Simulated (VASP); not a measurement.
HfSi3W, 5 atoms in the cell. It takes space group I4mm (No. 107, tetragonal). Conventional cell: a = 3.206 Å, b = 3.206 Å, c = 14.883 Å, α = 90.00°, β = 90.00°, γ = 90.00°. Hf (site symmetry 4mm) has 9 Si at 2.83 to 2.94 Å and 1 W at 3.19 Å and 4 Hf at 3.21 Å within 3.7 Å. Si (site symmetry 4mm) has 4 W at 2.64 Å and 6 Si at 2.65 to 3.54 Å and 4 Hf at 2.92 Å within 3.6 Å. Si (site symmetry 4mm) has 1 W at 2.56 Å and 8 Si at 2.59 to 3.21 Å and 4 Hf at 2.83 Å within 3.4 Å. Si (site symmetry 4mm) has 9 Si at 2.59 to 3.21 Å and 4 W at 2.62 Å and 1 Hf at 2.94 Å within 3.4 Å. W (site symmetry 4mm) has 9 Si at 2.56 to 2.64 Å and 1 Hf at 3.19 Å and 4 W at 3.21 Å within 3.4 Å. 

| Property | Result |
| --- | --- |
| Program | VASP 6.6.1 |
| Task | single point |
| Functional | PBE |
| Potentials or basis | VASP PAW PBE potentials, release 64 (Hf_pv, Si, W_sv) |
| Cutoff | 500 eV |
| k mesh | 8 × 8 × 8 |
| Occupations | gaussian, width 0.1 eV |
| Spin | no spin polarisation |
| Dipole correction | no |
| Further INCAR settings | ALGO = Normal; EDIFF = 1e-06; NBANDS = 26 |

Potentials or basis: VASP PAW PBE potentials, release 64 (Hf_pv, Si, W_sv).

Run with:

```bash
$ cat potpaw_PBE.64/Hf_pv/POTCAR potpaw_PBE.64/Si/POTCAR potpaw_PBE.64/W_sv/POTCAR > POTCAR
$ mpirun -np 1 vasp_std > vasp.out
```

Hardware: 1 thread of Intel Xeon 8259CL, with other jobs on the host.

Question: Estimate the wall time of this run.

Answer: Wall time 13 min on 1 thread of Intel Xeon 8259CL, on a shared host, peak memory 0.53 GiB. Counts: scf iterations 15, k points 59.
